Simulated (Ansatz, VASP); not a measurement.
# Ru: VASP beside Ansatz

```xyz
2
Lattice="2.7058 -0.0271 0.0000 -1.3763 2.3568 0.0000 0.0000 0.0000 4.2819" Properties=species:S:1:pos:R:3 pbc="T T T"
Ru   -0.0156    1.5622    1.0705
Ru    1.3451    0.7676    3.2114
```

Change from the starting cell: xy shear strain of -2 %, crystal datasets.

Alike in both runs: task electric field gradients; functional PBE; k mesh 14 × 14 × 8; occupations fermi-dirac, width 0.03 eV; no spin polarisation.

|  | VASP | Ansatz |
| --- | --- | --- |
| version | VASP 6.6.1 | Ansatz 0.2.0 |
| potentials or method | VASP PAW PBE potentials, release 64 (Ru_pv), cutoff 520 eV | all-electron PAW with datasets made for the crystal, scalar-relativistic |

|  | VASP | Ansatz | Ansatz less VASP |
| --- | --- | --- | --- |
| pressure (GPa) | 4.6 | 4.6 | +0.02 |
| traceless stress, the component that is largest in VASP (GPa) | 4.01 | 4.01 | -0.003 |
| rms of the force components (eV/Å) | 0.051 | 0.051 | -0.0001 |
| size of Vzz on the site where it differs most (V/Å²) | 13.1 | 10.4 | -2.68 |

Atom by atom the forces differ by 0.000 eV/Å (rms over components). Ansatz ran all-electron here, and VASP with PAW potentials.
